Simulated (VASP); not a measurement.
Write the native input for VASP 6.6.1 that does the following.

* Task: single point
* Functional: PBEsol
* Potentials or basis: VASP PAW PBE potentials, release 64 (Al, Ga_d, N)
* Cutoff: 520 eV
* k mesh: 4 × 3 × 1
* Occupations: fermi-dirac, width 0.05 eV
* Spin: no spin polarisation
* Dipole correction: no
* Further INCAR settings: LREAL = Auto; ALGO = Normal; EDIFF = 1e-06; NBANDS = 76

The structure of Al3Ga2N5 (an interface model) lies in POSCAR:

```
Al3Ga2N5
1.0
    2.1888610000     -2.1888610000      0.0000000000
    0.0000000000      0.0000000000      4.3777220000
  -11.1550030000    -11.1550030000      0.0000000000
Al Ga N
6 4 10
Direct
    0.9751340000      0.0199420000      0.7994610000
    0.0404090000      0.9811790000      0.4160400000
    0.0246240000      0.9972760000      0.6022230000
    0.5151890000      0.5037490000      0.7112150000
    0.4770900000      0.5030440000      0.8999430000
    0.5037360000      0.4990830000      0.5075270000
    0.9685020000      0.0117190000      0.0064010000
    0.0150350000      0.0160120000      0.2112580000
    0.4948420000      0.5042210000      0.3189370000
    0.4741880000      0.4789640000      0.1028970000
    0.9865340000      0.2403650000      0.7046060000
    0.0082020000      0.2591140000      0.3065410000
    0.9697560000      0.2348850000      0.8980150000
    0.9972050000      0.2584660000      0.5074160000
    0.9758650000      0.2554680000      0.1008600000
    0.5365570000      0.7166770000      0.6044870000
    0.5364530000      0.7574110000      0.2129950000
    0.5231820000      0.7750410000      0.8000400000
    0.5042970000      0.7497590000      0.4123350000
    0.4937400000      0.7237080000      0.0007790000
```

One way to write it, as run:

INCAR

```
ALGO = Normal
EDIFF = 1E-6
ENCUT = 520
GGA = PS
ISIF = 2
ISMEAR = -1
LASPH = True
LCHARG = False
LREAL = Auto
LWAVE = False
NBANDS = 76
NELM = 100
PREC = Accurate
SIGMA = 0.05
```

KPOINTS

```
k-points
0
Gamma
  4 3 1
```

Potentials or basis: VASP PAW PBE potentials, release 64 (Al, Ga_d, N).

Launch:

```console
$ cat potpaw_PBE.64/Al/POTCAR potpaw_PBE.64/Ga_d/POTCAR potpaw_PBE.64/N/POTCAR > POTCAR
$ mpirun -np 1 vasp_std > vasp.out
```

Results of the run:

```
Pressure               : 5.9 GPa
Largest force          : 3.785 eV/Å
Band gap on the k mesh : 2.06 eV
```

Caveat: the k points lie up to 0.51 Å⁻¹ apart; the PAW data sets were made with another functional, which shifts forces and pressure a little.

It took 110 s on 1 thread of Intel(R) Xeon(R) 6975P-C (Granite Rapids), with other jobs on the host, peak memory 0.34 GiB.
